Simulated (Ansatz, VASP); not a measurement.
Be2SbCl: VASP beside Ansatz

```
Be Sb Cl
1.0
     4.31095    0.00000    0.00000
    -2.15548    3.73339    0.00000
     0.00000    0.00000    5.67933
Be Sb Cl
2 1 1
Cartesian
  0.0000 2.4889 0.0000
  2.1555 1.2445 0.0000
  0.0000 0.0000 0.0000
  0.0000 0.0000 2.8397
```

Alike in both runs: functional PBE; k mesh 6 × 6 × 4; occupations gaussian, width 0.1 eV; no spin polarisation.

Ansatz relaxed the structure, and its values are those at the end. VASP's run is a single point on that final structure, the one shown.

|  | VASP | Ansatz |
| --- | --- | --- |
| version | VASP 6.6.1 | Ansatz 0.2.0 |
| potentials or method | VASP PAW PBE potentials, release 64 (Be, Sb, Cl), cutoff 520 eV | scalar-relativistic, plane waves, PAW |
| valence electrons in the cell | 16 | 26 |

```csv
,VASP,Ansatz,Ansatz less VASP
gap on the k mesh at the Fermi level (eV),none,none,-
pressure (GPa),0.2,0.1,-0.11
```

A gap of «none» marks a metal or a gap that the smearing closes. With one functional, cell and mesh, what is left measures potentials, basis and numerics. VASP's potentials hold 16 valence electrons a cell and Ansatz's 26, so a difference there can come from the potentials and not from the codes.

Neither program's run includes spin-orbit coupling.
